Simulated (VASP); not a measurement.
# BAs (I4_1md) in VASP: notebook

The runs below take BAs through single point, relaxation of cell and atoms, with PBE.

All numbers are computed with VASP 6.6.1; they aren't measurements. Logs are shortened: lines on timing, memory, paths and dates and some standing lists are left out, and cuts for length are marked.

### Step 1. The cell of the first run

It takes space group I4_1md (No. 109, tetragonal). The conventional cell has a = 3.359 Å, b = 3.359 Å, c = 11.636 Å, α = 90.00°, β = 90.00°, γ = 90.00°. B (site symmetry 2mm) has 3 As at 1.94 Å within 2.6 Å. Within 2.6 Å of As (site symmetry 2mm) lie 3 B at 1.94 Å.

The cell was built from a structure type or drawn by symmetry, and may not be a known phase.

### Step 2. Single point, PBE

Input file INCAR:

```
PREC = Accurate ; ENCUT = 520
EDIFF = 1E-6 ; ISMEAR = 0
SIGMA = 0.1 ; LREAL = False
LASPH = True ; NELM = 80
ALGO = Normal ; ISIF = 2
LWAVE = False ; LCHARG = False
GGA = PE ; NBANDS = 16
```

Input file KPOINTS:

```
Automatic mesh
0
Gamma
  8 8 8
```

Input file POSCAR:

```
BAs
1.0
   -1.6795627700      1.6795627700      5.8181759100
    1.6795627700     -1.6795627700      5.8181759100
    1.6795627700      1.6795627700     -5.8181759100
B As
2 2
Direct
    0.8333333400      0.8333333400      0.0000000000
    0.5833333400      0.0833333400      0.5000000000
    0.6666666600      0.6666666600      0.0000000000
    0.4166666600      0.9166666600      0.5000000000
```

Potentials or basis: VASP PAW PBE potentials, release 64 (B, As).

Command:

```console
> cat potpaw_PBE.64/B/POTCAR potpaw_PBE.64/As/POTCAR > POTCAR
> mpirun -np 1 vasp_std > vasp.out
```

OUTCAR:

```text
PREC = Accurate
   ENCUT = 520
   EDIFF = 1E-6
   ISMEAR = 0
   LREAL = False
   LASPH = True
   NELM = 80
   ISIF = 2
   GGA = PE

 ion  position               nearest neighbor table
   1  0.833  0.833  0.000-   4 1.94   4 1.94   3 1.94
   2  0.583  0.083  0.500-   3 1.94   3 1.94   4 1.94
   3  0.667  0.667  0.000-   2 1.94   2 1.94   1 1.94
   4  0.417  0.917  0.500-   1 1.94   1 1.94   2 1.94

  LATTYP: Found a body centered tetragonal cell.
 ALAT       =     3.3591255400
 C/A-ratio  =     3.4641014995

  Lattice vectors:

 A1 = (  -1.6795627700,   1.6795627700,   5.8181759100)
 A2 = (   1.6795627700,  -1.6795627700,   5.8181759100)
 A3 = (   1.6795627700,   1.6795627700,  -5.8181759100)

Analysis of symmetry for initial positions (statically):
=====================================================================
 Subroutine PRICEL returns:
 Original cell was already a primitive cell.

 Routine SETGRP: Setting up the symmetry group for a
 body centered tetragonal supercell.

 Subroutine GETGRP returns: Found  8 space group operations
 (whereof  4 operations were pure point group operations)
 out of a pool of 16 trial point group operations.

The static configuration has the point symmetry C_2v.
 The point group associated with its full space group is C_4v.

Analysis of symmetry for dynamics (positions and initial velocities):
=====================================================================
 Subroutine PRICEL returns:
 Original cell was already a primitive cell.

 Routine SETGRP: Setting up the symmetry group for a
 body centered tetragonal supercell.

 Subroutine GETGRP returns: Found  8 space group operations
 (whereof  4 operations were pure point group operations)
 out of a pool of 16 trial point group operations.

The dynamic configuration has the point symmetry C_2v.
 The point group associated with its full space group is C_4v.

 Subroutine INISYM returns: Found  8 space group operations
 (whereof  4 operations are pure point group operations),
 and found     1 'primitive' translations

----------------------------------------------------------------------------------------

                                     Primitive cell

  volume of cell :      65.6507

[... 91 lines left out ...]
   NELM   =     80;   NELMIN=  2; NELMDL= -5     # of ELM steps
   EDIFF  = 0.1E-05   stopping-criterion for ELM
   LREAL  =      F    real-space projection
   EDIFFG = 0.1E-04   stopping-criterion for IOM
   NSW    =      0    number of steps for IOM
   IBRION =     -1    ionic relax: 0-MD 1-quasi-New 2-CG
   NFREE  =      0    steps in history (QN), initial steepest desc. (CG)
   ISIF   =      2    stress and relaxation
   ISYM   =      2    0-nonsym 1-usesym 2-fastsym
   POTIM  = 0.5000    time-step for ionic-motion
   TEBEG  =    0.0;   TEEND  =   0.0 temperature during run
   PSTRESS=    0.0 pullay stress
   NELECT =      16.0000    total number of electrons
   NUPDOWN=      -1.0000    fix difference up-down
   EMIN   =  10.00;   EMAX   =-10.00  energy-range for DOS
   EFERMI =   0.00;   METHOD = LEGACY
   ISMEAR =     0;   SIGMA  =   0.10  broadening in eV -4-tet -1-fermi 0-gaus
   EFERMI_NEDOS =   21; number of points for ismear=-14 and -15
   IALGO  =     38    algorithm
   IMIX   =      4    mixing-type and parameters
     AMIX     =   0.40;   BMIX     =  1.00
     AMIX_MAG =   1.60;   BMIX_MAG =  1.00
  volume/ion in A,a.u.               =      16.41       110.76
  Fermi-wavevector in a.u.,A,eV,Ry     =   1.022590  1.932416 14.227492  1.045691
  Thomas-Fermi vector in A             =   2.156278
   LORBIT       =      0    0 simple, 1 ext, 2 COOP (PROOUT), +10 PAW based schemes
   GGA     = PE    functional components
   LHFCALC =     F    Hartree Fock is set to
   AEXX    =    0.0000 exact exchange contribution
   IVDW    =     0    specifies the selected vdW correction
   LEPSILON=     F    determine dielectric tensor
   LRPA    =     F    only Hartree local field effects (RPA)
 non-spin polarized calculation
 Gauss-broadening in eV      SIGMA  =   0.10
  energy-cutoff  :      520.00
  volume of cell :       65.65
 maximum number of plane-waves:      1792
   NGX = 23   NGY = 23   NGZ = 23

 number of electron      16.0000000 magnetization

 Free energy of the ion-electron system (eV)
  ---------------------------------------------------
  ext. energy  EPLUGINS =         0.00000000
  ---------------------------------------------------
  free energy    TOTEN  =       -20.40605081 eV

  energy without entropy =      -20.40263121  energy(sigma->0) =      -20.40434101

 E-fermi :   4.4141     XC(G=0):  -9.6450

 val. band max:        4.3629468248   @ k =   0.5000   0.2500   0.1250
 cond. band min:       4.4280408046   @ k =   0.3750   0.3750   0.0000
 fundamental gap:      0.0650939798
 Fermi energy:         4.4140880389

 k-point     1 :       0.0000    0.0000    0.0000
  band No.  band energies     occupation
      1     -10.4411      2.00000
      2      -7.9744      2.00000
      3      -4.7900      2.00000
      4       0.9768      2.00000
      5       0.9768      2.00000
      6       2.3091      2.00000
[... 433 lines left out ...]
      3      -4.0966      2.00000
      4      -2.3460      2.00000
      5      -0.8787      2.00000
      6       0.1257      2.00000
[... 8 lines left out ...]
     15      12.4005      0.00000
     16      12.9363      0.00000

 [... further k-points ...]

------------------------ aborting loop because EDIFF is reached ----------------------------------------

  FORCE on cell =-STRESS in cart. coord.  units (eV):
  Direction    XX          YY          ZZ          XY          YZ          ZX
  --------------------------------------------------------------------------------------
  -------------------------------------------------------------------------------------
  Total        1.4131276      1.4131276      4.9519281      0.0000000      0.0000000      0.0000000
  in kB       34.4867799     34.4867799    120.8497042      0.0000000      0.0000000      0.0000000
  external PRESSURE =      63.2744213 kB  Pullay stress =       0.0000000 kB

 VOLUME and BASIS-vectors are now :
 -----------------------------------------------------------------------------
  energy-cutoff  :      520.00
  volume of cell :       65.65
      direct lattice vectors                 reciprocal lattice vectors
    -1.679562770  1.679562770  5.818175910     0.000000000  0.297696525  0.085937587
     1.679562770 -1.679562770  5.818175910     0.297696525  0.000000000  0.085937587
     1.679562770  1.679562770 -5.818175910     0.297696525  0.297696525  0.000000000

 POSITION                                       TOTAL-FORCE (eV/Angst)
 -----------------------------------------------------------------------------------
      0.00000      0.00000      9.69696        -0.000000     -0.000000      0.766587
      0.00000      1.67956      0.96970        -0.000000     -0.000000      0.766587
      0.00000      0.00000      7.75757         0.000000     -0.000000     -0.766587
      1.67956      0.00000      4.84848        -0.000000      0.000000     -0.766587
 -----------------------------------------------------------------------------------
    total drift:                                0.000001      0.000001      0.000161

  FREE ENERGIE OF THE ION-ELECTRON SYSTEM (eV)
  ---------------------------------------------------
  free  energy   TOTEN  =       -20.4060508093 eV

  energy  without entropy=      -20.4026312058  energy(sigma->0) =      -20.40434101
```

OSZICAR:

```text
N       E                     dE             d eps       ncg     rms          rms(c)
DAV:   1     0.445595482067E+02    0.44560E+02   -0.63853E+03  1888   0.843E+02
DAV:   2    -0.188235137228E+02   -0.63383E+02   -0.58841E+02  2600   0.148E+02
DAV:   3    -0.217539043875E+02   -0.29304E+01   -0.29105E+01  2448   0.319E+01
DAV:   4    -0.217719272699E+02   -0.18023E-01   -0.18019E-01  2368   0.287E+00
DAV:   5    -0.217720777202E+02   -0.15045E-03   -0.15044E-03  2488   0.249E-01    0.714E+00
DAV:   6    -0.205437567413E+02    0.12283E+01   -0.15510E+00  2408   0.757E+00    0.349E+00
DAV:   7    -0.204278641472E+02    0.11589E+00   -0.36492E-01  2632   0.324E+00    0.150E+00
DAV:   8    -0.204047410278E+02    0.23123E-01   -0.45459E-02  2344   0.118E+00    0.228E-01
DAV:   9    -0.204055799134E+02   -0.83889E-03   -0.24165E-03  2408   0.301E-01    0.102E-01
DAV:  10    -0.204060251090E+02   -0.44520E-03   -0.79030E-04  2272   0.150E-01    0.356E-02
DAV:  11    -0.204060362681E+02   -0.11159E-04   -0.21056E-05  2600   0.291E-02    0.243E-02
DAV:  12    -0.204060503986E+02   -0.14130E-04   -0.28235E-05  2160   0.290E-02    0.674E-03
DAV:  13    -0.204060508093E+02   -0.41073E-06   -0.74561E-07  2288   0.534E-03
   1 F= -.20406051E+02 E0= -.20404341E+02  d E =-.341960E-02
```

Wall time 1.9 min (1 thread of AMD EPYC 9R45 (Zen 5), shared host); peak memory 0.31 GiB.

Results:

```
Free energy            : -20.4061 eV
Pressure               : 6.3 GPa
Largest force          : 0.767 eV/Å
Band gap on the k mesh : zero (bands 8 and 9 overlap by 2.62 eV)
```

Forces in eV/Å, atoms in the order of the input:
```
B    0.000  0.000  0.767
B    0.000  0.000  0.767
As   0.000  0.000 -0.767
As   0.000  0.000 -0.767
```

Stress tensor (GPa, compression positive):
```
 3.45  0.00  0.00
 0.00  3.45  0.00
 0.00  0.00 12.08
```

Levels at points of the mesh, in eV from the Fermi level:
```tsv
k point	band 4	band 5	band 6	band 7	band 8	band 9	band 10	band 11	band 12	band 13
(0.00, 0.00, 0.00)	-3.44	-3.44	-2.10	-1.16	-1.16	2.10	2.53	3.52	5.21	5.26
(0.50, 0.00, 0.00)	-6.89	-4.62	-4.00	-3.11	1.37	1.39	2.23	3.36	3.86	6.47
(0.50, 0.50, 0.00)	-7.99	-5.09	-5.09	-2.43	-2.43	-1.25	-1.25	4.49	4.49	5.44
(0.50, 0.50, 0.50)	-5.95	-3.69	-3.69	-0.28	-0.28	2.19	2.19	3.52	3.52	5.59
```

Caveat: the cell stands under pressure.

### Step 3. Single point, PBE

This run uses another cell than the first one, of 17.22 Å³/atom.

Input file INCAR:

```
PREC = Accurate
ENCUT = 520
EDIFF = 1E-7
ISMEAR = 0
SIGMA = 0.1
LREAL = F
LASPH = T
NELM = 100
ALGO = Normal
ISIF = 2
LWAVE = F
LCHARG = F
GGA = PE
NBANDS = 16
```

Input file KPOINTS:

```
regular mesh
0
Gamma
  8 8 8
```

Input file POSCAR:

```
BAs
1.0
   -1.7036858095      1.7036858095      5.9327556105
    1.7036858095     -1.7036858095      5.9327556105
    1.7036858095      1.7036858095     -5.9327556105
B As
2 2
Direct
    0.8347281645      0.8347281645      0.0000000000
    0.5847281645      0.0847281645      0.5000000000
    0.6652718355      0.6652718355      0.0000000000
    0.4152718355      0.9152718355      0.5000000000
```

Potentials or basis: VASP PAW PBE potentials, release 64 (B, As).

Command:

```console
> cat potpaw_PBE.64/B/POTCAR potpaw_PBE.64/As/POTCAR > POTCAR
> mpirun -np 1 vasp_std > vasp.out
```

Wall time 2.1 min (1 thread of AMD EPYC 9R45 (Zen 5), shared host); peak memory 0.31 GiB.

It converged, with:

```
Free energy            : -20.5022 eV
Pressure               : 0.6 GPa
Largest force          : 0.046 eV/Å
Band gap on the k mesh : zero (bands 8 and 9 overlap by 2.51 eV)
```

Forces on the atoms (eV/Å):
```
B    0.000  0.000 -0.046
B    0.000  0.000 -0.046
As   0.000  0.000  0.046
As   0.000  0.000  0.046
```

Stress tensor (GPa, compression positive):
```
0.51 0.00 0.00
0.00 0.51 0.00
0.00 0.00 0.90
```

Levels at points of the mesh, in eV from the Fermi level:
```csv
k point,band 6,band 7,band 8,band 9,band 10,band 11
"(0.00, 0.00, 0.00)",-1.93,-1.14,-1.14,1.81,2.27,3.02
"(0.50, 0.00, 0.00)",-3.82,-3.17,1.35,1.48,2.07,3.01
"(0.50, 0.50, 0.00)",-4.85,-2.35,-2.35,-1.16,-1.16,4.13
"(0.50, 0.50, 0.50)",-3.68,-0.43,-0.43,1.99,1.99,3.62
```

### Step 4. Relaxation of cell and atoms, PBE

Input file INCAR:

```
  PREC = Accurate
  ENCUT = 600
  EDIFF = 1E-6
  ISMEAR = 0
  SIGMA = 0.1
  LREAL = F
  LASPH = T
  NELM = 100
  ALGO = Normal
  ISIF = 3
  LWAVE = F
  LCHARG = F
  GGA = PE
  IBRION = 2
  NSW = 90
  EDIFFG = -0.04
```

KPOINTS is that of step 3.

Input file POSCAR:

```
BAs
1.0
   -1.6795627700      1.6795627700      5.8181759100
    1.6795627700     -1.6795627700      5.8181759100
    1.6795627700      1.6795627700     -5.8181759100
B As
2 2
Direct
    0.8333333400      0.8333333400      0.0000000000
    0.5833333400      0.0833333400      0.5000000000
    0.6666666600      0.6666666600      0.0000000000
    0.4166666600      0.9166666600      0.5000000000
```

Command:

```console
> cat potpaw_PBE.64/B/POTCAR potpaw_PBE.64/As/POTCAR > POTCAR
> mpirun -np 1 vasp_std > vasp.out
```

Wall time 6.7 min (1 thread of AMD EPYC 9R45 (Zen 5), shared host); peak memory 0.35 GiB.

It converged, with:

```
Free energy                           : -20.5040 eV
Relaxed volume                        : 17.30 Å³/atom
Relaxed cell                          : a = 6.418 Å, b = 6.418 Å, c = 6.418 Å, α = 149.18°, β = 149.18°, γ = 44.14°
Space group after relaxing (to 0.1 Å) : I4_1md (No. 109)
Energy gained by relaxing             : 24.1 meV/atom
Ionic steps                           : 7
Pressure after relaxing               : 0.1 GPa
Largest force after relaxing          : 0.034 eV/Å
Band gap on the k mesh                : zero (bands 8 and 9 overlap by 2.50 eV)
```

Forces in eV/Å, atoms in the order of the input:
```
B    0.000  0.000  0.034
B    0.000  0.000  0.034
As   0.000  0.000 -0.034
As   0.000  0.000 -0.034
```

The path:
```tsv
step	energy change (eV)	largest force (eV/Å)	pressure (GPa)	volume (Å³)
1	0.0000	0.7667	6.32	65.65
2	0.0560	0.9708	-3.80	71.96
3	-0.0876	0.2102	1.26	68.21
4	-0.0877	0.1903	1.37	68.14
5	-0.0930	0.1804	-0.87	69.78
6	-0.0953	0.0516	-0.11	69.19
7	-0.0962	0.0341	0.10	69.18
```

Final structure:
```
B As
1.0
    -1.70524    1.70524    5.94775
     1.70524   -1.70524    5.94775
     1.70524    1.70524   -5.94775
B As
2 2
Direct
  0.83454 0.83454 0.00000
  0.58454 0.08454 0.50000
  0.66546 0.66546 0.00000
  0.41546 0.91546 0.50000
```

Levels at points of the mesh, in eV from the Fermi level:
```csv
k point,band 5,band 6,band 7,band 8,band 9,band 10,band 11,band 12
"(0.00, 0.00, 0.00)",-3.45,-1.97,-1.13,-1.13,1.78,2.27,3.01,5.14
"(0.50, 0.00, 0.00)",-4.49,-3.83,-3.15,1.34,1.44,2.07,2.99,3.46
"(0.50, 0.50, 0.00)",-4.85,-4.85,-2.35,-2.35,-1.16,-1.16,4.10,4.10
"(0.50, 0.50, 0.50)",-3.65,-3.65,-0.42,-0.42,1.99,1.99,3.58,3.58
```

[end of part 1 of 2]
